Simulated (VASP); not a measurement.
# ZnGe2N4 (Imm2) in VASP: notebook

Runs on ZnGe2N4. Level: PBE. Tasks: single point.

Program: VASP 6.6.1. These are calculated values, not measurements. Logs are shortened: lines on timing, memory, paths and dates and some standing lists are left out, and cuts for length are marked.

## Step 1: The cell of the first run

Symmetry: Imm2, No. 44, orthorhombic system. Conventional cell: a = 3.530 Å, b = 9.104 Å, c = 5.049 Å, α = 90.00°, β = 90.00°, γ = 90.00°. Zn (site symmetry mm2) has 4 N at 1.97 to 2.21 Å within 2.6 Å. Ge (site symmetry m) has 5 N at 1.94 to 2.17 Å within 2.6 Å. N (site symmetry m) has 3 Ge at 1.94 to 2.17 Å and 1 Zn at 1.97 Å within 2.6 Å. N (site symmetry m) has 1 N at 1.30 Å within 1.7 Å.

## Step 2: Single point, PBE

File INCAR:

```
  ALGO = Normal
  EDIFF = 1E-6
  ENCUT = 520
  GGA = PE
  ISIF = 2
  ISMEAR = 0
  LASPH = True
  LCHARG = True
  LELF = True
  LREAL = False
  LVHAR = True
  LWAVE = False
  NBANDS = 39
  NELM = 100
  PREC = Accurate
  SIGMA = 0.2
```

File KPOINTS:

```
k-points
0
Gamma
  6 6 6
```

File POSCAR:

```
ZnGe2N4
1.0
   -3.5297529995      0.0000000000      0.0000000000
    0.0000000000      0.0000000000     -5.0491992105
    1.7648764998     -4.5520086574      2.5245996052
Zn Ge N
1 2 4
Direct
    1.0000000000      0.9894688082      1.0000000000
    0.8212746933      0.3423852515      0.6425493866
    0.1787253067      0.6998358649      0.3574506134
    0.8001202252      0.9395705118      0.6002404505
    0.3162187974      0.6107047487      0.0000000000
    0.6837812026      0.6107047487      1.0000000000
    0.1998797748      0.3393300613      0.3997595495
```

Potentials or basis: VASP PAW PBE potentials, release 64 (Zn, Ge_d, N).

Launch:

```
$ cat potpaw_PBE.64/Zn/POTCAR potpaw_PBE.64/Ge_d/POTCAR potpaw_PBE.64/N/POTCAR > POTCAR
$ mpirun -np 1 vasp_std > vasp.out
```

OUTCAR:

```text
EDIFF = 1E-6
   ENCUT = 520
   GGA = PE
   ISIF = 2
   ISMEAR = 0
   LASPH = True
   LREAL = False
   NELM = 100
   PREC = Accurate

 ion  position               nearest neighbor table
   1  0.000  0.989  0.000-   4 1.97   7 1.97   6 2.21   5 2.21   3 2.87   2 2.87
   2  0.821  0.342  0.643-   4 1.94   5 2.02   6 2.02   7 2.17   7 2.17   1 2.87
   3  0.179  0.700  0.357-   7 1.94   6 2.02   5 2.02   4 2.17   4 2.17   1 2.87
   4  0.800  0.940  0.600-   2 1.94   1 1.97   3 2.17   3 2.17
   5  0.316  0.611  0.000-   6 1.30   2 2.02   3 2.02   1 2.21
   6  0.684  0.611  0.000-   5 1.30   3 2.02   2 2.02   1 2.21
   7  0.200  0.339  0.400-   3 1.94   1 1.97   2 2.17   2 2.17

  LATTYP: Found a body centered orthorhombic cell.
 ALAT       =     3.5297529995
 B/A-ratio  =     1.4304681407
 C/A-ratio  =     2.5792222051

  Lattice vectors:

 A1 = (  -1.7648764998,   4.5520086574,  -2.5245996052)
 A2 = (   1.7648764997,   4.5520086574,   2.5245996053)
 A3 = (   1.7648764998,  -4.5520086574,  -2.5245996053)

Analysis of symmetry for initial positions (statically):
=====================================================================
 Subroutine PRICEL returns:
 Original cell was already a primitive cell.

 Routine SETGRP: Setting up the symmetry group for a
 body centered orthorhombic supercell.

 Subroutine GETGRP returns: Found  4 space group operations
 (whereof  4 operations were pure point group operations)
 out of a pool of  8 trial point group operations.

The static configuration has the point symmetry C_2v.

Analysis of symmetry for dynamics (positions and initial velocities):
=====================================================================
 Subroutine PRICEL returns:
 Original cell was already a primitive cell.

 Routine SETGRP: Setting up the symmetry group for a
 body centered orthorhombic supercell.

 Subroutine GETGRP returns: Found  4 space group operations
 (whereof  4 operations were pure point group operations)
 out of a pool of  8 trial point group operations.

The dynamic configuration has the point symmetry C_2v.

 Subroutine INISYM returns: Found  4 space group operations
 (whereof  4 operations are pure point group operations),
 and found     1 'primitive' translations

----------------------------------------------------------------------------------------

                                     Primitive cell

  volume of cell :      81.1278

  direct lattice vectors                    reciprocal lattice vectors
    -3.529752999  0.000000000  0.000000000    -0.283305942 -0.109841619  0.000000000
     0.000000000  0.000000000 -5.049199211     0.000000000 -0.109841619 -0.198051207
     1.764876500 -4.552008657  2.524599605     0.000000000 -0.219683238  0.000000000

  length of vectors
     3.529752999  5.049199211  5.496287387     0.303854304  0.226471769  0.219683238

  position of ions in fractional coordinates (direct lattice)
     0.000000000  0.989468808  0.000000000
     0.821274693  0.342385251  0.642549387
     0.178725307  0.699835865  0.357450613
     0.800120225  0.939570512  0.600240451
     0.316218797  0.610704749  0.000000000
     0.683781203  0.610704749  0.000000000
     0.199879775  0.339330061  0.399759549

  ion indices of the primitive-cell ions
   primitive index   ion index
                 1           1
                 2           2
                 3           3
                 4           4
                 5           5
                 6           6
                 7           7

----------------------------------------------------------------------------------------

 KPOINTS: k-points

Automatic generation of k-mesh.
 Grid dimensions read from file:
 generate k-points for:    6    6    6

 Generating k-lattice:

  Cartesian coordinates                     Fractional coordinates (reciprocal lattice)
    -0.047217657 -0.018306936  0.000000000     0.166666667  0.000000000  0.000000000
     0.000000000 -0.018306936 -0.033008535     0.000000000  0.166666667  0.000000000
     0.000000000 -0.036613873  0.000000000     0.000000000  0.000000000  0.166666667

  Length of vectors
     0.050642384  0.037745295  0.036613873

  Shift w.r.t. Gamma in fractional coordinates (k-lattice)
     0.000000000  0.000000000  0.000000000

 Subroutine IBZKPT returns following result:
 ===========================================

 Found     46 irreducible k-points:

 Following reciprocal coordinates:
            Coordinates               Weight
  0.000000  0.000000  0.000000      1.000000
  0.166667  0.000000  0.000000      4.000000
  0.333333  0.000000 -0.000000      4.000000
  0.500000  0.000000  0.000000      2.000000
  0.000000  0.166667  0.000000      4.000000
  0.166667  0.166667  0.000000      8.000000
[... 16 lines left out ...]
  0.333333  0.000000  0.166667      4.000000
  0.500000  0.000000  0.166667      4.000000
 [... further k-points ...]
   k-points           NKPTS =     46   k-points in BZ     NKDIM =     46   number of bands    NBANDS=     39
   number of dos      NEDOS =    301   number of ions     NIONS =      7
   total plane-waves  NPLWV =  47040
   dimension x,y,z NGX =    28 NGY =   40 NGZ =   42
   dimension x,y,z NGXF=    56 NGYF=   80 NGZF=   84
   ions per type =               1   2   4
   NGX,Y,Z   is equivalent  to a cutoff of  13.19, 13.17, 12.70 a.u.
   NGXF,Y,Z  is equivalent  to a cutoff of  26.38, 26.34, 25.41 a.u.
 SYSTEM =  unknown system
   PREC   = accura    normal or accurate (medium, high low for compatibility)
   ISTART =      0    job   : 0-new  1-cont  2-samecut
   ICHARG =      2    charge: 1-file 2-atom 10-const
   ISPIN  =      1    spin polarized calculation?
   LNONCOLLINEAR =      F non collinear calculations
   LSORBIT =      F    spin-orbit coupling
   LASPH  =      T    aspherical Exc in radial PAW
   ENCUT  =  520.0 eV  38.22 Ry    6.18 a.u.   6.56  9.39 10.22*2*pi/ulx,y,z
   NELM   =    100;   NELMIN=  2; NELMDL= -5     # of ELM steps
   EDIFF  = 0.1E-05   stopping-criterion for ELM
   LREAL  =      F    real-space projection
   EDIFFG = 0.1E-04   stopping-criterion for IOM
   NSW    =      0    number of steps for IOM
   IBRION =     -1    ionic relax: 0-MD 1-quasi-New 2-CG
   NFREE  =      0    steps in history (QN), initial steepest desc. (CG)
   ISIF   =      2    stress and relaxation
   ISYM   =      2    0-nonsym 1-usesym 2-fastsym
   POTIM  = 0.5000    time-step for ionic-motion
   TEBEG  =    0.0;   TEEND  =   0.0 temperature during run
   PSTRESS=    0.0 pullay stress
   NELECT =      60.0000    total number of electrons
   NUPDOWN=      -1.0000    fix difference up-down
   EMIN   =  10.00;   EMAX   =-10.00  energy-range for DOS
   EFERMI =   0.00;   METHOD = LEGACY
   ISMEAR =     0;   SIGMA  =   0.20  broadening in eV -4-tet -1-fermi 0-gaus
   EFERMI_NEDOS =   21; number of points for ismear=-14 and -15
   IALGO  =     38    algorithm
   IMIX   =      4    mixing-type and parameters
     AMIX     =   0.40;   BMIX     =  1.00
     AMIX_MAG =   1.60;   BMIX_MAG =  1.00
  volume/ion in A,a.u.               =      11.59        78.21
  Fermi-wavevector in a.u.,A,eV,Ry     =   1.480478  2.797698 29.821454  2.191815
  Thomas-Fermi vector in A             =   2.594507
   LORBIT       =      0    0 simple, 1 ext, 2 COOP (PROOUT), +10 PAW based schemes
   GGA     = PE    functional components
   LHFCALC =     F    Hartree Fock is set to
   AEXX    =    0.0000 exact exchange contribution
   IVDW    =     0    specifies the selected vdW correction
   LEPSILON=     F    determine dielectric tensor
   LRPA    =     F    only Hartree local field effects (RPA)
 non-spin polarized calculation
 Gauss-broadening in eV      SIGMA  =   0.20
  energy-cutoff  :      520.00
  volume of cell :       81.13
 maximum number of plane-waves:      2208
 NGX is ok and might be reduce to    28

 number of electron      60.0000001 magnetization

 Free energy of the ion-electron system (eV)
  ---------------------------------------------------
  ext. energy  EPLUGINS =         0.00000000
  ---------------------------------------------------
  free energy    TOTEN  =       -40.58372997 eV

  energy without entropy =      -40.55429684  energy(sigma->0) =      -40.56901341

 E-fermi :   6.1514     XC(G=0): -11.3429

 val. band max:        6.1214187604   @ k =   0.1667   0.0000   0.1667
 cond. band min:       6.2144564064   @ k =   0.1667   0.0000   0.0000
 fundamental gap:      0.0930376460
 Fermi energy:         6.1514420937

 k-point     1 :       0.0000    0.0000    0.0000
  band No.  band energies     occupation
      1     -19.3889      2.00000
      2     -19.3879      2.00000
      3     -19.3177      2.00000
      4     -19.3075      2.00000
      5     -19.3071      2.00000
      6     -19.3059      2.00000
[... 31 lines left out ...]
     38      13.0483      0.00000
     39      14.6835      0.00000

 k-point     2 :       0.1667    0.0000    0.0000
  band No.  band energies     occupation
      1     -19.3930      2.00000
      2     -19.3820      2.00000
      3     -19.3245      2.00000
      4     -19.3184      2.00000
      5     -19.3085      2.00000
      6     -19.3005      2.00000
[... 31 lines left out ...]
     38      12.8910      0.00000
     39      14.6441      0.00000

 k-point     3 :       0.3333    0.0000   -0.0000
  band No.  band energies     occupation
      1     -19.3928      2.00000
      2     -19.3800      2.00000
      3     -19.3381      2.00000
      4     -19.3263      2.00000
      5     -19.3129      2.00000
      6     -19.3044      2.00000
[... 832 lines left out ...]
 k-point    23 :       0.3333    0.0000    0.1667
  band No.  band energies     occupation
      1     -19.3936      2.00000
      2     -19.3737      2.00000
      3     -19.3432      2.00000
      4     -19.3270      2.00000
      5     -19.3152      2.00000
      6     -19.3030      2.00000
[... 31 lines left out ...]
     38      13.3979      0.00000
     39      13.9293      0.00000

 k-point    24 :       0.5000    0.0000    0.1667
  band No.  band energies     occupation
      1     -19.3948      2.00000
      2     -19.3746      2.00000
      3     -19.3496      2.00000
      4     -19.3285      2.00000
      5     -19.3148      2.00000
      6     -19.3052      2.00000
[... 31 lines left out ...]
     38      13.3910      0.00000
     39      14.1790      0.00000

 [... further k-points ...]

------------------------ aborting loop because EDIFF is reached ----------------------------------------

  FORCE on cell =-STRESS in cart. coord.  units (eV):
  Direction    XX          YY          ZZ          XY          YZ          ZX
  --------------------------------------------------------------------------------------
  -------------------------------------------------------------------------------------
  Total        0.2698713     -0.3546026     -0.0482975      0.0000000     -0.0000000     -0.0000000
  in kB        5.3296337     -7.0029762     -0.9538180      0.0000000     -0.0000000     -0.0000000
  external PRESSURE =      -0.8757202 kB  Pullay stress =       0.0000000 kB

 VOLUME and BASIS-vectors are now :
 -----------------------------------------------------------------------------
  energy-cutoff  :      520.00
  volume of cell :       81.13
      direct lattice vectors                 reciprocal lattice vectors
    -3.529752999  0.000000000  0.000000000    -0.283305942 -0.109841619  0.000000000
     0.000000000  0.000000000 -5.049199211     0.000000000 -0.109841619 -0.198051207
     1.764876500 -4.552008657  2.524599605     0.000000000 -0.219683238  0.000000000

 POSITION                                       TOTAL-FORCE (eV/Angst)
 -----------------------------------------------------------------------------------
      0.00000      0.00000     -4.99603        -0.000000      0.000000      0.079508
     -1.76488     -2.92489     -0.10659         0.000000     -0.158374      0.009785
      0.00000     -1.62712     -2.63119        -0.000000      0.158374      0.009785
     -1.76488     -2.73230     -3.22871        -0.000000      0.057436     -0.050596
     -1.11617      0.00000     -3.08357         0.268184      0.000000      0.001057
     -2.41358      0.00000     -3.08357        -0.268184      0.000000      0.001057
     -0.00000     -1.81971     -0.70411         0.000000     -0.057436     -0.050596
 -----------------------------------------------------------------------------------
    total drift:                                0.000007     -0.000085      0.000101

  FREE ENERGIE OF THE ION-ELECTRON SYSTEM (eV)
  ---------------------------------------------------
  free  energy   TOTEN  =       -40.5837299708 eV

  energy  without entropy=      -40.5542968411  energy(sigma->0) =      -40.56901341
```

Run time: 87 s. Hardware: 1 thread of AMD EPYC 9R45 (Zen 5), shared host; peak memory 0.25 GiB.

Results:

| Item | Value |
| --- | --- |
| Free energy | -40.5837 eV |
| Pressure | -0.1 GPa |
| Largest force | 0.268 eV/Å |
| Band gap on the k mesh | zero (bands 30 and 31 overlap by 0.72 eV) |

Forces on the atoms (eV/Å):
```
Zn   0.000  0.000  0.080
Ge   0.000 -0.158  0.010
Ge   0.000  0.158  0.010
N    0.000  0.057 -0.051
N    0.268  0.000  0.001
N   -0.268  0.000  0.001
N    0.000 -0.057 -0.051
```

## Step 3: Single point, PBE

This run uses another cell than the first one, of the same volume but with other edges.

File INCAR:

```
ALGO = Normal
EDIFF = 1E-6
ENCUT = 520
GGA = PE
ISIF = 2
ISMEAR = 0
LASPH = True
LCHARG = False
LREAL = False
LWAVE = False
NBANDS = 39
NELM = 100
PREC = Accurate
SIGMA = 0.1
```

File KPOINTS:

```
k-points
0
Gamma
  10 10 10
```

File POSCAR:

```
ZnGe2N4
1.0
   -1.7648764998      4.5520086574      2.5245996052
    1.7648764998     -4.5520086574      2.5245996052
    1.7648764998      4.5520086574     -2.5245996052
Zn Ge N
1 2 4
Direct
    0.0105311918      0.0105311918      0.0000000000
    0.6576147485      0.4788894418      0.1787253067
    0.3001641351      0.4788894418      0.8212746933
    0.0604294882      0.8605497135      0.1998797748
    0.3892952513      0.0730764539      0.6837812026
    0.3892952513      0.7055140487      0.3162187974
    0.6606699387      0.8605497135      0.8001202252
```

Potentials or basis: VASP PAW PBE potentials, release 64 (Zn, Ge_d, N).

Launch:

```
$ cat potpaw_PBE.64/Zn/POTCAR potpaw_PBE.64/Ge_d/POTCAR potpaw_PBE.64/N/POTCAR > POTCAR
$ mpirun -np 1 vasp_std > vasp.out
```

It took 7.8 min on 1 thread of AMD EPYC 9R45 (Zen 5), shared host; peak memory 0.57 GiB.

The run converged. Its results:

```
Free energy            : -40.5705 eV
Pressure               : 0.2 GPa
Largest force          : 0.097 eV/Å
Band gap on the k mesh : zero (bands 30 and 31 overlap by 0.73 eV)
```

Forces in eV/Å, atoms in the order of the input:
```
Zn   0.000  0.000  0.019
Ge   0.000 -0.016  0.010
Ge   0.000  0.016  0.010
N    0.000  0.036 -0.035
N    0.096  0.000  0.015
N   -0.096  0.000  0.015
N    0.000 -0.036 -0.035
```

Stress tensor (GPa, compression positive):
```
0.32 0.00 0.00
0.00 0.25 0.00
0.00 0.00 0.02
```

Levels at points of the mesh, in eV from the Fermi level:
```csv
k point,band 26,band 27,band 28,band 29,band 30,band 31,band 32,band 33,band 34,band 35
"(0.00, 0.00, 0.00)",-3.18,-2.97,-2.90,-1.39,-0.57,-0.18,0.56,3.35,4.94,5.20
"(0.50, 0.00, 0.00)",-3.85,-3.62,-3.58,-0.66,0.17,0.40,0.63,2.90,3.58,4.67
"(0.00, 0.50, 0.00)",-4.09,-3.63,-3.62,-2.80,-1.99,1.34,2.65,3.03,4.51,4.52
"(0.50, 0.50, 0.00)",-5.07,-3.94,-3.83,-2.68,-1.89,1.38,2.24,3.77,4.59,4.90
"(0.50, 0.50, 0.50)",-3.98,-3.59,-3.04,-0.95,-0.90,-0.56,0.66,3.11,4.13,5.22
```

The gap in the log of VASP goes by the Fermi energy; the results here count the filled bands.